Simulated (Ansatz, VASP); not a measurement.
## One calculation of Ta, two programs

```
CELL_PARAMETERS angstrom
3.30523 0.00000 0.00000
0.00000 3.30523 0.00000
0.00000 0.00000 3.30523
ATOMIC_POSITIONS crystal
Ta 0.00000 0.00000 0.00000
Ta 0.50000 0.50000 0.50000
```

Alike in both runs: task single point; functional PBE; k mesh 3 × 3 × 3; collinear spin; Hubbard terms Ta d U = 1.5 eV.

|  | VASP | Ansatz |
| --- | --- | --- |
| version | VASP 6.6.1 | Ansatz 0.2 development build |
| potentials or method | VASP PAW PBE potentials, release 64 (Ta_pv) | PAW hard, scalar-relativistic |
| plane-wave cutoff (eV) | 500 | 520 |
| occupations | methfessel-paxton of order 1, width 0.15 eV | cold, width 0.15 eV |

```csv
,VASP,Ansatz,Ansatz less VASP
net moment per atom (μB),0.00,0.00,-0.003
```

The programs project onto different local orbitals, so the same U acts differently, and such runs can settle in different states. Ansatz's warnings: filled band counts differ across k points, seeded moment not kept, stability check not made.

The k mesh is coarse, so the values compare programs but aren't converged. Neither program's run includes spin-orbit coupling.
